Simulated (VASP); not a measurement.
# Al30Si (a cell with a defect) in VASP: notebook

The runs below take Al30Si (a cell with a defect) through single point, with PBE+D3(BJ).

Everything below comes from runs of VASP 6.6.1. Logs are shortened: lines on timing, memory, paths and dates and some standing lists are left out, and cuts for length are marked.

## Step 1: The cell of the first run

The cell holds a defect, 31 atoms: a = 8.100 Å, b = 8.100 Å, c = 8.100 Å, α = 90.00°, β = 90.00°, γ = 90.00°.

## Step 2: Single point, PBE+D3(BJ)

INCAR

```
  PREC = Accurate
  ENCUT = 520
  EDIFF = 1E-6
  ISMEAR = 0
  SIGMA = 0.15
  LREAL = Auto
  LASPH = True
  NELM = 80
  ALGO = Normal
  ISIF = 2
  LWAVE = False
  LCHARG = False
  GGA = PE
  IVDW = 12
  NBANDS = 68
```

KPOINTS

```
Automatic mesh
0
Gamma
  3 3 3
```

POSCAR

```
Al30Si
1.0
    8.1000000000      0.0000000000      0.0000000000
    0.0000000000      8.1000000000      0.0000000000
    0.0000000000      0.0000000000      8.1000000000
Al Si
30 1
Direct
    0.5043895062      0.0020686420      0.0028640741
    0.7499564198      0.2476551852      0.0024209877
   -0.0044506173      0.0020417284      0.0028633333
    0.2500188889      0.2512185185     -0.0008316049
    0.4989992593      0.5007540741      0.0006130864
    0.7499883951      0.7559769136      0.0048972840
    0.2500046914      0.0008181481      0.2474765432
    0.5012630864      0.2471007407      0.2471493827
    0.7499912346      0.5050298765      0.2558376543
    0.4841649383      0.0053743210      0.5052295062
    0.7499690123      0.2392217284      0.4905409877
    0.7499677778     -0.0093255556      0.7390796296
    0.0010500000      0.5007419753      0.0006034568
    0.2499700000      0.7488416049     -0.0036696296
   -0.0012325926      0.2471267901      0.2471472840
    0.2499718519      0.4964680247      0.2486993827
    0.4947491358      0.7479877778      0.2478522222
    0.0157511111      0.0053090123      0.5051691358
    0.2499212346      0.2591125926      0.5014849383
    0.5043892593      0.5030033333      0.5019311111
    0.2499198765      0.0016245679      0.7589714815
    0.5013025926      0.2498665432      0.7497287654
    0.7499565432      0.5025662963      0.7475137037
    0.0052818519      0.7479513580      0.2478164198
   -0.0044456790      0.5030011111      0.5019058025
    0.2500046914      0.7476179012      0.5006824691
   -0.0013030864      0.2498082716      0.7496707407
    0.2500200000      0.4993061728      0.7510823457
    0.5012601235      0.7472902469      0.7469607407
   -0.0012319753      0.7472840741      0.7469918519
    0.7498767901     -0.1143972840      0.3854727160
```

Potentials or basis: VASP PAW PBE potentials, release 64 (Al, Si).

On the command line:

```bash
$ cat potpaw_PBE.64/Al/POTCAR potpaw_PBE.64/Si/POTCAR > POTCAR
$ mpirun -np 1 vasp_std > vasp.out
```

OUTCAR:

```text
PREC = Accurate
   ENCUT = 520
   EDIFF = 1E-6
   ISMEAR = 0
   LREAL = Auto
   LASPH = True
   NELM = 80
   ISIF = 2
   GGA = PE
   IVDW = 12
 IVDW          = 12

 ion  position               nearest neighbor table
   1  0.504  0.002  0.003-   8 2.80   2 2.81   6 2.82  21 2.86   7 2.86  17 2.86  22 2.87   4 2.88
                            14 2.91  12 2.92  29 2.93
   2  0.750  0.248  0.002-   1 2.81   3 2.81   8 2.83  15 2.83  22 2.87  27 2.87   5 2.89  13 2.89
                            23 2.92   9 2.93  12 2.98
   3  0.996  0.002  0.003-  15 2.80   2 2.81   6 2.82  21 2.85   7 2.86  24 2.86  27 2.87   4 2.88
                            14 2.91  12 2.92  30 2.92
   4  0.250  0.251  0.999-  21 2.81  16 2.83  28 2.84  13 2.86   5 2.86   7 2.86   8 2.86  15 2.86
                            22 2.87  27 2.87   1 2.88   3 2.88
   5  0.499  0.501  0.001-  17 2.83  16 2.85  14 2.85  28 2.86   4 2.86  29 2.87   8 2.87  22 2.87
                             2 2.89  23 2.89   6 2.90   9 2.90
   6  0.750  0.756  0.005-   3 2.82   1 2.82  17 2.86  24 2.86  12 2.87   9 2.87   5 2.90  13 2.90
                            29 2.90  30 2.90  23 2.93  31 3.26
   7  0.250  0.001  0.247-  10 2.82  18 2.82   8 2.85  15 2.85  17 2.85  24 2.85   4 2.86   1 2.86
                             3 2.86  14 2.88  26 2.90  19 2.93
   8  0.501  0.247  0.247-   1 2.80  11 2.82   2 2.83   7 2.85   4 2.86   5 2.87  10 2.87  16 2.87
                            19 2.90   9 2.90  20 2.93
   9  0.750  0.505  0.256-  25 2.82  20 2.82  17 2.86  24 2.86  11 2.87   6 2.87   5 2.90  13 2.90
[... 30 lines left out ...]
                            25 2.86   3 2.86  18 2.95
  25  0.996  0.503  0.502-  30 2.80  23 2.81   9 2.82  19 2.85  26 2.86  24 2.86  27 2.87  28 2.88
                            16 2.91  11 2.92  15 2.92
  26  0.250  0.748  0.501-  10 2.82  18 2.82  29 2.85  30 2.85  17 2.85  24 2.85  28 2.86  20 2.86
                            25 2.86  16 2.88   7 2.90  21 2.93
  27  0.999  0.250  0.750-  18 2.80  21 2.86  19 2.86   4 2.87  28 2.87  25 2.87   3 2.87   2 2.87
                            23 2.87  13 2.87  11 2.91  12 2.91
  28  0.250  0.499  0.751-  19 2.81  14 2.83   4 2.84  13 2.86   5 2.86  26 2.86  29 2.86  30 2.86
                            22 2.87  27 2.87  20 2.88  25 2.88
  29  0.501  0.747  0.747-  20 2.80  12 2.82  23 2.83  26 2.85  28 2.86   5 2.87  10 2.87  14 2.87
                            21 2.90   6 2.90   1 2.93
  30  0.999  0.747  0.747-  25 2.80  12 2.82  23 2.83  26 2.85  28 2.86  13 2.87  14 2.87  18 2.87
                            21 2.90   6 2.90   3 2.92
  31  0.750  0.886  0.385-  10 2.55  18 2.55  17 2.60  24 2.60  12 2.99  11 2.99   6 3.26   9 3.26

  LATTYP: Found a simple cubic cell.
 ALAT       =     8.1000000000

  Lattice vectors:

 A1 = (   8.1000000000,   0.0000000000,   0.0000000000)
 A2 = (   0.0000000000,   8.1000000000,   0.0000000000)
 A3 = (   0.0000000000,   0.0000000000,   8.1000000000)

Analysis of symmetry for initial positions (statically):
=====================================================================
 Subroutine PRICEL returns:
 Original cell was already a primitive cell.

 Routine SETGRP: Setting up the symmetry group for a
 simple cubic supercell.

 Subroutine GETGRP returns: Found  1 space group operations
 (whereof  1 operations were pure point group operations)
 out of a pool of 48 trial point group operations.

The static configuration has the point symmetry C_1 .

Analysis of symmetry for dynamics (positions and initial velocities):
=====================================================================
 Subroutine PRICEL returns:
 Original cell was already a primitive cell.

 Routine SETGRP: Setting up the symmetry group for a
 simple cubic supercell.

 Subroutine GETGRP returns: Found  1 space group operations
 (whereof  1 operations were pure point group operations)
 out of a pool of 48 trial point group operations.

The dynamic configuration has the point symmetry C_1 .

 Subroutine INISYM returns: Found  1 space group operations
 (whereof  1 operations are pure point group operations),
 and found     1 'primitive' translations

----------------------------------------------------------------------------------------

                                     Primitive cell

  volume of cell :     531.4410

  direct lattice vectors                    reciprocal lattice vectors
     8.100000000  0.000000000  0.000000000     0.123456790  0.000000000  0.000000000
     0.000000000  8.100000000  0.000000000     0.000000000  0.123456790  0.000000000
     0.000000000  0.000000000  8.100000000     0.000000000  0.000000000  0.123456790

  length of vectors
     8.100000000  8.100000000  8.100000000     0.123456790  0.123456790  0.123456790
[... 82 lines left out ...]

  Length of vectors
     0.041152263  0.041152263  0.041152263

  Shift w.r.t. Gamma in fractional coordinates (k-lattice)
     0.000000000  0.000000000  0.000000000

 Subroutine IBZKPT returns following result:
 ===========================================

 Found     14 irreducible k-points:

 Following reciprocal coordinates:
            Coordinates               Weight
  0.000000  0.000000  0.000000      1.000000
  0.333333  0.000000  0.000000      2.000000
  0.000000  0.333333  0.000000      2.000000
  0.000000  0.000000  0.333333      2.000000
  0.333333  0.333333  0.000000      2.000000
  0.000000  0.333333  0.333333      2.000000
  0.333333  0.000000  0.333333      2.000000
 -0.333333  0.333333  0.000000      2.000000
 -0.333333  0.000000  0.333333      2.000000
  0.000000 -0.333333  0.333333      2.000000
  0.333333  0.333333  0.333333      2.000000
 -0.333333  0.333333  0.333333      2.000000
 -0.333333 -0.333333  0.333333      2.000000
  0.333333 -0.333333  0.333333      2.000000
   k-points           NKPTS =     14   k-points in BZ     NKDIM =     14   number of bands    NBANDS=     68
   number of dos      NEDOS =    301   number of ions     NIONS =     31
   total plane-waves  NPLWV = 216000
   dimension x,y,z NGX =    60 NGY =   60 NGZ =   60
   dimension x,y,z NGXF=   120 NGYF=  120 NGZF=  120
   ions per type =              30   1
   NGX,Y,Z   is equivalent  to a cutoff of  12.31, 12.31, 12.31 a.u.
   NGXF,Y,Z  is equivalent  to a cutoff of  24.63, 24.63, 24.63 a.u.
 SYSTEM =  unknown system
   PREC   = accura    normal or accurate (medium, high low for compatibility)
   ISTART =      0    job   : 0-new  1-cont  2-samecut
   ICHARG =      2    charge: 1-file 2-atom 10-const
   ISPIN  =      1    spin polarized calculation?
   LNONCOLLINEAR =      F non collinear calculations
   LSORBIT =      F    spin-orbit coupling
   LASPH  =      T    aspherical Exc in radial PAW
   ENCUT  =  520.0 eV  38.22 Ry    6.18 a.u.  15.06 15.06 15.06*2*pi/ulx,y,z
   NELM   =     80;   NELMIN=  2; NELMDL= -5     # of ELM steps
   EDIFF  = 0.1E-05   stopping-criterion for ELM
   LREAL  =      T    real-space projection
   EDIFFG = 0.1E-04   stopping-criterion for IOM
   NSW    =      0    number of steps for IOM
   IBRION =     -1    ionic relax: 0-MD 1-quasi-New 2-CG
   NFREE  =      0    steps in history (QN), initial steepest desc. (CG)
   ISIF   =      2    stress and relaxation
   ISYM   =      2    0-nonsym 1-usesym 2-fastsym
   POTIM  = 0.5000    time-step for ionic-motion
   TEBEG  =    0.0;   TEEND  =   0.0 temperature during run
   PSTRESS=    0.0 pullay stress
   NELECT =      94.0000    total number of electrons
   NUPDOWN=      -1.0000    fix difference up-down
   EMIN   =  10.00;   EMAX   =-10.00  energy-range for DOS
   EFERMI =   0.00;   METHOD = LEGACY
   ISMEAR =     0;   SIGMA  =   0.15  broadening in eV -4-tet -1-fermi 0-gaus
   EFERMI_NEDOS =   21; number of points for ismear=-14 and -15
   IALGO  =     38    algorithm
   IMIX   =      4    mixing-type and parameters
     AMIX     =   0.40;   BMIX     =  1.00
     AMIX_MAG =   1.60;   BMIX_MAG =  1.00
  volume/ion in A,a.u.               =      17.14       115.69
  Fermi-wavevector in a.u.,A,eV,Ry     =   0.918965  1.736593 11.490081  0.844497
  Thomas-Fermi vector in A             =   2.044106
   LORBIT       =      0    0 simple, 1 ext, 2 COOP (PROOUT), +10 PAW based schemes
   GGA     = PE    functional components
   LHFCALC =     F    Hartree Fock is set to
   AEXX    =    0.0000 exact exchange contribution
   IVDW    =    12    specifies the selected vdW correction
   LEPSILON=     F    determine dielectric tensor
   LRPA    =     F    only Hartree local field effects (RPA)
 non-spin polarized calculation
 Gauss-broadening in eV      SIGMA  =   0.15
  energy-cutoff  :      520.00
  volume of cell :      531.44
 maximum number of plane-waves:     14358
   NGX = 31   NGY = 31   NGZ = 31

 number of electron      94.0000000 magnetization

 Free energy of the ion-electron system (eV)
  ---------------------------------------------------
  ext. energy  EPLUGINS =         0.00000000
  ---------------------------------------------------
  free energy    TOTEN  =      -116.74064808 eV

  energy without entropy =     -116.57267005  energy(sigma->0) =     -116.65665906

 E-fermi :   7.4409     XC(G=0): -10.0483

 val. band max:        7.4398500691   @ k =   0.3333   0.3333   0.3333
 cond. band min:       7.4552026185   @ k =   0.0000   0.3333   0.0000
 fundamental gap:      0.0153525494
 Fermi energy:         7.4408533272

 k-point     1 :       0.0000    0.0000    0.0000
  band No.  band energies     occupation
      1      -3.4260      2.00000
      2      -1.6400      2.00000
      3      -1.2587      2.00000
      4      -1.1709      2.00000
      5      -1.1454      2.00000
      6      -1.1373      2.00000
[... 857 lines left out ...]
     58       9.4870      0.00000
     59       9.5413      0.00000
 [bands above 59 left out]

------------------------ aborting loop because EDIFF is reached ----------------------------------------

 Edisp (eV)  -10.06484

 E8    (eV) :    -4.4888

  FORCE on cell =-STRESS in cart. coord.  units (eV):
  Direction    XX          YY          ZZ          XY          YZ          ZX
  --------------------------------------------------------------------------------------
  -------------------------------------------------------------------------------------
  Total     -13.98197   -14.00512   -14.00968     0.00176     0.57758     0.00108
  in kB     -42.15254   -42.22235   -42.23610     0.00532     1.74129     0.00327
  external pressure =      -42.20 kB  Pullay stress =        0.00 kB

 VOLUME and BASIS-vectors are now :
 -----------------------------------------------------------------------------
  energy-cutoff  :      520.00
  volume of cell :      531.44
      direct lattice vectors                 reciprocal lattice vectors
     8.100000000  0.000000000  0.000000000     0.123456790  0.000000000  0.000000000
     0.000000000  8.100000000  0.000000000     0.000000000  0.123456790  0.000000000
     0.000000000  0.000000000  8.100000000     0.000000000  0.000000000  0.123456790

 POSITION                                       TOTAL-FORCE (eV/Angst)
 -----------------------------------------------------------------------------------
      4.08556      0.01676      0.02320        -0.000489     -0.000107      0.000260
      6.07465      2.00601      0.01961         0.002384     -0.002566      0.006127
      8.06395      0.01654      0.02319         0.000168      0.002278      0.001605
      2.02515      2.03487      8.09326        -0.001100      0.004560     -0.001999
      4.04189      4.05611      0.00497        -0.005616      0.005135      0.005470
      6.07491      6.12341      0.03967         0.000397     -0.003074      0.000743
[... 23 lines left out ...]
      8.09002      6.05300      6.05063        -0.000224     -0.004413     -0.003100
      6.07400      7.17338      3.12233         0.006599      0.011568      0.012388
 -----------------------------------------------------------------------------------
    total drift:                               -0.000344     -0.019085     -0.024006

  FREE ENERGIE OF THE ION-ELECTRON SYSTEM (eV)
  ---------------------------------------------------
  free  energy   TOTEN  =      -126.8054924411 eV

  energy  without entropy=     -126.6375144204  energy(sigma->0) =     -126.72150343
```

Wall time 3.8 min (1 thread of Intel Xeon 6975P-C (Granite Rapids), shared host); peak memory 0.65 GiB.

Results:

| Item | Value |
| --- | --- |
| Free energy | -126.8055 eV |
| Pressure | -4.2 GPa |
| Largest force | 0.018 eV/Å |
| Band gap on the k mesh | zero (bands 47 and 48 overlap by 0.48 eV) |
| Dispersion energy per atom | -0.325 eV |

Forces on the atoms (eV/Å):
```
Al   0.000  0.000  0.000
Al   0.002 -0.003  0.006
Al   0.000  0.002  0.002
Al  -0.001  0.005 -0.002
Al  -0.006  0.005  0.005
Al   0.000 -0.003  0.001
Al  -0.001  0.003 -0.003
Al  -0.002 -0.002 -0.003
Al   0.000  0.000 -0.003
Al  -0.002 -0.002 -0.002
Al   0.001  0.000 -0.003
Al   0.001 -0.003  0.000
Al   0.003  0.003  0.003
Al   0.002 -0.001 -0.003
Al  -0.001 -0.004 -0.005
Al   0.002 -0.003 -0.002
Al   0.003 -0.002 -0.003
Al  -0.001 -0.003 -0.003
Al   0.003  0.000  0.001
Al  -0.001  0.002 -0.001
Al   0.003  0.001  0.000
Al   0.007 -0.001 -0.002
Al   0.002  0.005 -0.002
Al  -0.009  0.001  0.000
Al   0.000  0.003  0.001
Al  -0.001 -0.003  0.003
Al  -0.010  0.001  0.000
Al  -0.001 -0.002  0.005
Al  -0.002 -0.004 -0.002
Al   0.000 -0.004 -0.003
Si   0.007  0.012  0.012
```

Levels at points of the mesh, in eV from the Fermi level:
```csv
k point,band 43,band 44,band 45,band 46,band 47,band 48,band 49,band 50,band 51,band 52
"(0.00, 0.00, 0.00)",-0.46,-0.32,-0.19,-0.16,0.39,0.50,0.59,0.62,0.65,0.98
```

[end of part 1 of 2]
